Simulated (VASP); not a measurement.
Input of a VASP 6.6.1 run:

Contents of INCAR:

```
SYSTEM = Zn
PREC = Accurate
ENCUT = 600
EDIFF = 1E-6
ISMEAR = 0
SIGMA = 0.1
LREAL = .False.
LASPH = .True.
NELM = 80
ALGO = Normal
ISIF = 3
LWAVE = .False.
LCHARG = .False.
GGA = PS
IBRION = 2
NSW = 100
EDIFFG = -0.005
```

Contents of KPOINTS:

```
regular mesh
0
Gamma
  18 18 8
  0 0 0
```

Contents of POSCAR:

```
Zn
1.0
    2.6647980532      0.0000000000      0.0000000000
   -1.3323990266      2.3077828100      0.0000000000
    0.0000000000      0.0000000000      4.9467000000
Zn
2
Direct
    0.3333333333      0.6666666667      0.2500000000
    0.6666666667      0.3333333333      0.7500000000
```

Potentials or basis: VASP PAW PBE potentials, release 64 (Zn).

Launch:

```console
$ cat potpaw_PBE.64/Zn/POTCAR > POTCAR
$ mpirun -np 1 vasp_std > vasp.out
```

What does it give for the relaxed cell?

a = 2.601 Å, b = 2.601 Å, c = 4.869 Å, α = 90.00°, β = 90.00°, γ = 120.00°.

Estimate the band gap on the k mesh.

zero (band 12 reaches 5.10 eV, above the bottom of band 13 at 0.33 eV).

Estimate the relaxed volume.

14.27 Å³/atom.

Predict the space group after relaxing (to 0.05 Å).

P6_3/mmc (No. 194).

The path:
```csv
step,energy change (eV),largest force (eV/Å),pressure (GPa),volume (Å³)
1,0.0000,0.0000,-5.07,30.42
2,-0.0328,0.0000,0.63,28.35
3,-0.0332,0.0000,0.02,28.53
```

Caveat: the PAW data sets were made with another functional, which shifts forces and pressure a little.
